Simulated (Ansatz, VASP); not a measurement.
# NbAs in VASP and in Ansatz

POSCAR

```
NbAs
1.0
    0.0000000000      2.5985719320      2.5985719320
    2.5985719320      0.0000000000      2.5985719320
    2.5985719320      2.5985719320      0.0000000000
Nb As
1 1
Direct
    0.0000000000      0.0000000000      0.0000000000
    0.5000000000      0.5000000000      0.5000000000
```

INCAR.step1

```
SYSTEM = NbAs
ALGO     = Normal         ! electronic algorithm
EDIFF    = 1E-4           ! SCF threshold, eV
ENCUT    = 520            ! plane-wave cutoff, eV
GGA      = PE             ! functional
ISMEAR   = 0              ! smearing method
LASPH    = .True.         ! aspherical terms in the spheres
LCHARG   = .False.        ! write CHGCAR
LREAL    = .False.        ! projectors in reciprocal space
LWAVE    = .True.         ! write WAVECAR
NBANDS   = 16             ! bands
NELM     = 60             ! most SCF steps
PREC     = Accurate       ! precision mode
SIGMA    = 0.1            ! smearing width, eV
```

File INCAR.step2:

```
SYSTEM = NbAs
ALGO     = Normal         ! electronic algorithm
EDIFF    = 1E-7           ! SCF threshold, eV
ENCUT    = 520            ! plane-wave cutoff, eV
ISIF     = 2              ! what is computed and relaxed
ISMEAR   = 0              ! smearing method
ISTART   = 1            
LASPH    = .True.         ! aspherical terms in the spheres
LCHARG   = .True.         ! write CHGCAR
LELF     = .True.         ! ELF
LMIXTAU  = .True.       
LREAL    = .False.        ! projectors in reciprocal space
LVHAR    = .True.       
LWAVE    = .False.        ! write WAVECAR
METAGGA  = R2SCAN         ! meta-GGA
NBANDS   = 16             ! bands
NELM     = 60             ! most SCF steps
PREC     = Accurate       ! precision mode
SIGMA    = 0.1            ! smearing width, eV
```

KPOINTS

```
k-points
0
Gamma
  6 6 6
  0 0 0
```

Input for Ansatz:

```yaml
crystal:
  lattice:
    - [0.0, 2.598571932, 2.598571932]
    - [2.598571932, 0.0, 2.598571932]
    - [2.598571932, 2.598571932, 0.0]
  atoms:
    - { symbol: Nb, position: [0.0, 0.0, 0.0] }
    - { symbol: As, position: [0.5, 0.5, 0.5] }
basis:
  ecutwfc: 500
kpoints:
  mp_grid: { grid: [6, 6, 6] }
hamiltonian:
  xc: r2scan
scf:
  occupations: { method: gaussian, width: 0.1 }
  lower_state_search: "off"
output:
  forces: true
  stress: true
  eigenvalues: true
```

Alike in both runs: task single point; functional r2SCAN; k mesh 6 × 6 × 6; occupations gaussian, width 0.1 eV; no spin polarisation.

|  | VASP | Ansatz |
| --- | --- | --- |
| version | VASP 6.6.1 | Ansatz 0.2.0 |
| potentials or method | VASP PAW PBE potentials, release 64 (Nb_sv, As), cutoff 520 eV | scalar-relativistic, plane waves, PAW |
| valence electrons in the cell | 18 | 28 |

```csv
,VASP,Ansatz,Ansatz less VASP
gap on the k mesh at the Fermi level (eV),none,none,-
pressure (GPa),6.3,6.4,+0.02
```

VASP's potentials were made for PBE, not for r2SCAN. A gap of «none» marks a metal or a gap that the smearing closes. VASP's potentials hold 18 valence electrons a cell and Ansatz's 28, so a difference there can come from the potentials and not from the codes.
